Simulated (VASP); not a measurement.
# BP (F-43m) in VASP: single point with r2SCAN

Aim: the single point of BP with r2SCAN.

Everything below comes from runs of VASP 6.6.1. Logs are shortened: lines on timing, memory, paths and dates and some standing lists are left out, and cuts for length are marked.

## (1) The cell of the first run

The structure is cubic, space group F-43m (No. 216). Conventional cell: a = 4.538 Å, b = 4.538 Å, c = 4.538 Å, α = 90.00°, β = 90.00°, γ = 90.00°. Within 2.6 Å of B (site symmetry -43m) lie 4 P at 1.97 Å. P (site symmetry -43m) has 4 B at 1.97 Å within 2.6 Å.

## (2) Single point, r2SCAN

POSCAR

```
BP
1.0
    0.0000000000      2.2690000000      2.2690000000
    2.2690000000      0.0000000000      2.2690000000
    2.2690000000      2.2690000000      0.0000000000
B P
1 1
Direct
    0.0000000000      0.0000000000      0.0000000000
    0.7500000000      0.7500000000      0.7500000000
```

INCAR.step1

```
SYSTEM = BP
  PREC = Accurate
  ENCUT = 520
  ISMEAR = 0
  SIGMA = 0.05
  LREAL = .FALSE.
  LASPH = .TRUE.
  NELM = 80
  NBANDS = 11
  GGA = PE
  ALGO = Normal
  EDIFF = 1E-4
  LWAVE = .TRUE.
  LCHARG = .FALSE.
```

INCAR.step2

```
SYSTEM = BP
  PREC = Accurate
  ENCUT = 520
  EDIFF = 1E-7
  ISMEAR = 0
  SIGMA = 0.05
  LREAL = .FALSE.
  LASPH = .TRUE.
  NELM = 80
  ALGO = Normal
  ISIF = 2
  LWAVE = .FALSE.
  LCHARG = .FALSE.
  METAGGA = R2SCAN
  LMIXTAU = .TRUE.
  NBANDS = 11
  ISTART = 1
```

KPOINTS

```
regular mesh
0
G
  12 12 12
  0 0 0
```

Potentials or basis: VASP PAW PBE potentials, release 64 (B, P).

Launch:

```
$ cat potpaw_PBE.64/B/POTCAR potpaw_PBE.64/P/POTCAR > POTCAR
$ cp INCAR.step1 INCAR
$ mpirun -np 1 vasp_std > vasp.out
$ cp INCAR.step2 INCAR
$ mpirun -np 1 vasp_std > vasp.out
```

OUTCAR:

```text
SYSTEM = BP
   PREC = Accurate
   ENCUT = 520
   EDIFF = 1E-7
   ISMEAR = 0
   LREAL = .FALSE.
   LASPH = .TRUE.
   NELM = 80
   ISIF = 2
   METAGGA = R2SCAN
   ISTART = 1

 ion  position               nearest neighbor table
   1  0.000  0.000  0.000-   2 1.97   2 1.97   2 1.97   2 1.97
   2  0.750  0.750  0.750-   1 1.97   1 1.97   1 1.97   1 1.97

  LATTYP: Found a face centered cubic cell.
 ALAT       =     4.5380000000

  Lattice vectors:

 A1 = (   0.0000000000,   2.2690000000,   2.2690000000)
 A2 = (   2.2690000000,   0.0000000000,   2.2690000000)
 A3 = (   2.2690000000,   2.2690000000,   0.0000000000)

Analysis of symmetry for initial positions (statically):
=====================================================================
 Subroutine PRICEL returns:
 Original cell was already a primitive cell.

 Routine SETGRP: Setting up the symmetry group for a
 face centered cubic supercell.

 Subroutine GETGRP returns: Found 24 space group operations
 (whereof 24 operations were pure point group operations)
 out of a pool of 48 trial point group operations.

The static configuration has the point symmetry T_d .

Analysis of symmetry for dynamics (positions and initial velocities):
=====================================================================
 Subroutine PRICEL returns:
 Original cell was already a primitive cell.

 Routine SETGRP: Setting up the symmetry group for a
 face centered cubic supercell.

 Subroutine GETGRP returns: Found 24 space group operations
 (whereof 24 operations were pure point group operations)
 out of a pool of 48 trial point group operations.

The dynamic configuration has the point symmetry T_d .

 Subroutine INISYM returns: Found 24 space group operations
 (whereof 24 operations are pure point group operations),
 and found     1 'primitive' translations

----------------------------------------------------------------------------------------

                                     Primitive cell

  volume of cell :      23.3633

  direct lattice vectors                    reciprocal lattice vectors
     0.000000000  2.269000000  2.269000000    -0.220361393  0.220361393  0.220361393
     2.269000000  0.000000000  2.269000000     0.220361393 -0.220361393  0.220361393
     2.269000000  2.269000000  0.000000000     0.220361393  0.220361393 -0.220361393

  length of vectors
     3.208850573  3.208850573  3.208850573     0.381677128  0.381677128  0.381677128

  position of ions in fractional coordinates (direct lattice)
     0.000000000  0.000000000  0.000000000
     0.750000000  0.750000000  0.750000000

  ion indices of the primitive-cell ions
   primitive index   ion index
                 1           1
                 2           2

----------------------------------------------------------------------------------------

 KPOINTS: regular mesh

Automatic generation of k-mesh.
 Grid dimensions read from file:
 generate k-points for:   12   12   12

 Generating k-lattice:

  Cartesian coordinates                     Fractional coordinates (reciprocal lattice)
    -0.018363449  0.018363449  0.018363449     0.083333333  0.000000000  0.000000000
     0.018363449 -0.018363449  0.018363449     0.000000000  0.083333333  0.000000000
     0.018363449  0.018363449 -0.018363449     0.000000000  0.000000000  0.083333333

  Length of vectors
     0.031806427  0.031806427  0.031806427

  Shift w.r.t. Gamma in fractional coordinates (k-lattice)
     0.000000000  0.000000000  0.000000000

 Subroutine IBZKPT returns following result:
 ===========================================

 Found     72 irreducible k-points:

 Following reciprocal coordinates:
            Coordinates               Weight
  0.000000  0.000000  0.000000      1.000000
  0.083333  0.000000  0.000000      8.000000
  0.166667  0.000000  0.000000      8.000000
  0.250000  0.000000  0.000000      8.000000
  0.333333  0.000000  0.000000      8.000000
  0.416667  0.000000  0.000000      8.000000
[... 16 lines left out ...]
  0.500000  0.166667  0.000000     24.000000
 -0.416667  0.166667  0.000000     24.000000
 [... further k-points ...]
   k-points           NKPTS =     72   k-points in BZ     NKDIM =     72   number of bands    NBANDS=     11
   number of dos      NEDOS =    301   number of ions     NIONS =      2
   total plane-waves  NPLWV =  13824
   dimension x,y,z NGX =    24 NGY =   24 NGZ =   24
   dimension x,y,z NGXF=    48 NGYF=   48 NGZF=   48
   ions per type =               1   1
   NGX,Y,Z   is equivalent  to a cutoff of  12.43, 12.43, 12.43 a.u.
   NGXF,Y,Z  is equivalent  to a cutoff of  24.87, 24.87, 24.87 a.u.
 SYSTEM =  BP
   PREC   = accura    normal or accurate (medium, high low for compatibility)
   ISTART =      1    job   : 0-new  1-cont  2-samecut
   ICHARG =      0    charge: 1-file 2-atom 10-const
   ISPIN  =      1    spin polarized calculation?
   LNONCOLLINEAR =      F non collinear calculations
   LSORBIT =      F    spin-orbit coupling
   LASPH  =      T    aspherical Exc in radial PAW
   ENCUT  =  520.0 eV  38.22 Ry    6.18 a.u.   5.97  5.97  5.97*2*pi/ulx,y,z
   NELM   =     80;   NELMIN=  2; NELMDL=  0     # of ELM steps
   EDIFF  = 0.1E-06   stopping-criterion for ELM
   LREAL  =      F    real-space projection
   EDIFFG = 0.1E-05   stopping-criterion for IOM
   NSW    =      0    number of steps for IOM
   IBRION =     -1    ionic relax: 0-MD 1-quasi-New 2-CG
   NFREE  =      0    steps in history (QN), initial steepest desc. (CG)
   ISIF   =      2    stress and relaxation
   ISYM   =      2    0-nonsym 1-usesym 2-fastsym
   POTIM  = 0.5000    time-step for ionic-motion
   TEBEG  =    0.0;   TEEND  =   0.0 temperature during run
   PSTRESS=    0.0 pullay stress
   NELECT =       8.0000    total number of electrons
   NUPDOWN=      -1.0000    fix difference up-down
   EMIN   =  10.00;   EMAX   =-10.00  energy-range for DOS
   EFERMI =   0.00;   METHOD = LEGACY
   ISMEAR =     0;   SIGMA  =   0.05  broadening in eV -4-tet -1-fermi 0-gaus
   EFERMI_NEDOS =   21; number of points for ismear=-14 and -15
   IALGO  =     38    algorithm
   IMIX   =      4    mixing-type and parameters
     AMIX     =   0.40;   BMIX     =  1.00
     AMIX_MAG =   1.60;   BMIX_MAG =  1.00
  volume/ion in A,a.u.               =      11.68        78.83
  Fermi-wavevector in a.u.,A,eV,Ry     =   1.145320  2.164342 17.847562  1.311759
  Thomas-Fermi vector in A             =   2.282009
   LORBIT       =      0    0 simple, 1 ext, 2 COOP (PROOUT), +10 PAW based schemes
   METAGGA = R2SCAN    functional components
   LHFCALC =     F    Hartree Fock is set to
   AEXX    =    0.0000 exact exchange contribution
   IVDW    =     0    specifies the selected vdW correction
   LEPSILON=     F    determine dielectric tensor
   LRPA    =     F    only Hartree local field effects (RPA)
 non-spin polarized calculation
 Gauss-broadening in eV      SIGMA  =   0.05
  energy-cutoff  :      520.00
  volume of cell :       23.36
 maximum number of plane-waves:       642
   NGX = 11   NGY = 11   NGZ = 11

 number of electron       8.0000000 magnetization

 Free energy of the ion-electron system (eV)
  ---------------------------------------------------
  ext. energy  EPLUGINS =         0.00000000
  ---------------------------------------------------
  free energy    TOTEN  =       -17.31151432 eV

  energy without entropy =      -17.31151432  energy(sigma->0) =      -17.31151432

 E-fermi :   7.6256     XC(G=0): -11.5009

 val. band max:        7.3888523624   @ k =   0.0000   0.0000   0.0000
 cond. band min:       8.8316060541   @ k =   0.4167   0.4167   0.0000
 fundamental gap:      1.4427536917
 Fermi energy:         7.6256205968

 k-point     1 :       0.0000    0.0000    0.0000
  band No.  band energies     occupation
      1      -8.8705      2.00000
      2       7.3889      2.00000
      3       7.3889      2.00000
      4       7.3889      2.00000
      5      11.0292      0.00000
      6      11.0292      0.00000
      7      11.0292      0.00000
      8      15.3992      0.00000
      9      19.7936      0.00000
     10      20.0358      0.00000
     11      20.0358      0.00000

 k-point     2 :       0.0833    0.0000    0.0000
  band No.  band energies     occupation
      1      -8.7389      2.00000
      2       6.3776      2.00000
      3       7.1628      2.00000
      4       7.1628      2.00000
      5      11.3436      0.00000
      6      11.3436      0.00000
      7      11.4234      0.00000
      8      15.7800      0.00000
      9      19.5203      0.00000
     10      19.5203      0.00000
     11      20.2162      0.00000

 k-point     3 :       0.1667    0.0000    0.0000
  band No.  band energies     occupation
      1      -8.3473      2.00000
      2       4.4038      2.00000
      3       6.6848      2.00000
      4       6.6848      2.00000
      5      11.7428      0.00000
      6      11.9928      0.00000
      7      11.9928      0.00000
      8      16.7525      0.00000
      9      18.8573      0.00000
     10      18.8573      0.00000
     11      21.0696      0.00000

 k-point     4 :       0.2500    0.0000    0.0000
  band No.  band energies     occupation
      1      -7.7087      2.00000
      2       2.2902      2.00000
      3       6.2050      2.00000
      4       6.2050      2.00000
      5      11.7449      0.00000
      6      12.4787      0.00000
      7      12.4787      0.00000
      8      17.7754      0.00000
      9      18.9038      0.00000
     10      18.9038      0.00000
     11      21.3198      0.00000

 k-point     5 :       0.3333    0.0000    0.0000
  band No.  band energies     occupation
      1      -6.8583      2.00000
      2       0.3083      2.00000
      3       5.8319      2.00000
      4       5.8319      2.00000
      5      11.6453      0.00000
      6      12.5764      0.00000
      7      12.5764      0.00000
      8      18.3067      0.00000
      9      19.9096      0.00000
     10      19.9096      0.00000
     11      21.7199      0.00000
[... 211 lines left out ...]
 k-point    21 :       0.3333    0.1667    0.0000
  band No.  band energies     occupation
      1      -6.9900      2.00000
      2       1.7840      2.00000
      3       4.7169      2.00000
      4       4.7264      2.00000
      5      10.6078      0.00000
      6      14.0673      0.00000
      7      14.4703      0.00000
      8      14.7997      0.00000
      9      20.8276      0.00000
     10      21.6417      0.00000
     11      23.1747      0.00000

 k-point    22 :       0.4167    0.1667    0.0000
  band No.  band energies     occupation
      1      -6.0968      2.00000
      2      -0.0064      2.00000
      3       4.1204      2.00000
      4       4.5857      2.00000
      5      10.8351      0.00000
      6      14.3164      0.00000
      7      14.6282      0.00000
      8      15.2458      0.00000
      9      21.2532      0.00000
     10      22.8298      0.00000
     11      23.7698      0.00000

 k-point    23 :       0.5000    0.1667    0.0000
  band No.  band energies     occupation
      1      -5.2134      2.00000
      2      -1.3925      2.00000
      3       3.6164      2.00000
      4       4.6630      2.00000
      5      10.9850      0.00000
      6      14.2174      0.00000
      7      14.2674      0.00000
      8      16.9666      0.00000
      9      20.8143      0.00000
     10      22.8826      0.00000
     11      24.5331      0.00000

 k-point    24 :      -0.4167    0.1667    0.0000
  band No.  band energies     occupation
      1      -5.0294      2.00000
      2      -1.6426      2.00000
      3       3.2797      2.00000
      4       4.9382      2.00000
      5      11.2585      0.00000
      6      13.9166      0.00000
      7      14.1557      0.00000
      8      18.5980      0.00000
      9      20.0978      0.00000
     10      20.9059      0.00000
     11      24.4466      0.00000

 [... further k-points ...]

------------------------ aborting loop because EDIFF is reached ----------------------------------------

  FORCE on cell =-STRESS in cart. coord.  units (eV):
  Direction    XX          YY          ZZ          XY          YZ          ZX
  --------------------------------------------------------------------------------------
  -------------------------------------------------------------------------------------
  Total       -0.0977936     -0.0977936     -0.0977936     -0.0000000     -0.0000000      0.0000000
  in kB       -6.7063719     -6.7063719     -6.7063719     -0.0000000     -0.0000000      0.0000000
  external PRESSURE =      -6.7063719 kB  Pullay stress =       0.0000000 kB

 VOLUME and BASIS-vectors are now :
 -----------------------------------------------------------------------------
  energy-cutoff  :      520.00
  volume of cell :       23.36
      direct lattice vectors                 reciprocal lattice vectors
     0.000000000  2.269000000  2.269000000    -0.220361393  0.220361393  0.220361393
     2.269000000  0.000000000  2.269000000     0.220361393 -0.220361393  0.220361393
     2.269000000  2.269000000  0.000000000     0.220361393  0.220361393 -0.220361393

 POSITION                                       TOTAL-FORCE (eV/Angst)
 -----------------------------------------------------------------------------------
      0.00000      0.00000      0.00000        -0.000000     -0.000000     -0.000000
      3.40350      3.40350      3.40350         0.000000      0.000000      0.000000
 -----------------------------------------------------------------------------------
    total drift:                               -0.000000     -0.000000     -0.000000

  FREE ENERGIE OF THE ION-ELECTRON SYSTEM (eV)
  ---------------------------------------------------
  free  energy   TOTEN  =       -17.3115143227 eV

  energy  without entropy=      -17.3115143227  energy(sigma->0) =      -17.31151432
```

It took 39 s on 1 thread of Intel Xeon Platinum 8559C (Emerald Rapids), shared host; peak memory 0.14 GiB.

What came out:

```yaml
Free_energy: -17.3115 eV
Pressure: -0.7 GPa
Band_gap_on_the_k_mesh: 1.44 eV (least direct gap 3.64 eV)
```

Caveat: the PAW data sets were made with another functional, which shifts forces and pressure a little. A k mesh can miss the band edges.
